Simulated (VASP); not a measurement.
Input of a VASP 6.6.1 run:

INCAR

```
ALGO     = Normal         # electronic algorithm
EDIFF    = 1E-6           # SCF threshold, eV
ENCUT    = 520            # plane-wave cutoff, eV
GGA      = PE             # functional
ISIF     = 2              # what is computed and relaxed
ISMEAR   = 0              # smearing method
LASPH    = True           # aspherical terms in the spheres
LCHARG   = True           # write CHGCAR
LELF     = True           # ELF
LREAL    = False          # projectors in reciprocal space
LVHAR    = True         
LWAVE    = False          # write WAVECAR
NBANDS   = 28             # bands
NELM     = 80             # most SCF steps
PREC     = Accurate       # precision mode
SIGMA    = 0.02           # smearing width, eV
```

The input KPOINTS:

```
k-points
0
Gamma
  8 8 8
```

POSCAR

```
BaTiO3
1.0
    3.9790584239      0.0000000000      0.0000000000
    0.0000000000      4.0301065033      0.0000000000
    0.0000000000      0.0000000000      4.0301065033
Ba Ti O
1 1 3
Direct
    0.5000000000      0.5000000000      0.5000000000
    0.0000000000      0.0000000000      0.0000000000
    0.5000000000      0.0000000000      0.0000000000
    0.0000000000      0.5000000000      0.0000000000
    0.0000000000      0.0000000000      0.5000000000
```

Potentials or basis: VASP PAW PBE potentials, release 64 (Ba_sv, Ti_sv, O).

Run with:

```bash
$ cat potpaw_PBE.64/Ba_sv/POTCAR potpaw_PBE.64/Ti_sv/POTCAR potpaw_PBE.64/O/POTCAR > POTCAR
$ mpirun -np 1 vasp_std > vasp.out
```

Q: What does it give for the pressure?

A: 2.6 GPa.

Q: What does it give for the band gap on the k mesh?

A: 1.70 eV, indirect (least direct gap 1.86 eV).

Stress tensor (GPa, compression positive):
```
4.20 0.00 0.00
0.00 1.74 0.00
0.00 0.00 1.74
```

Caveat: spin-orbit coupling is left out, which moves the levels of the heavy elements. A k mesh can miss the band edges.
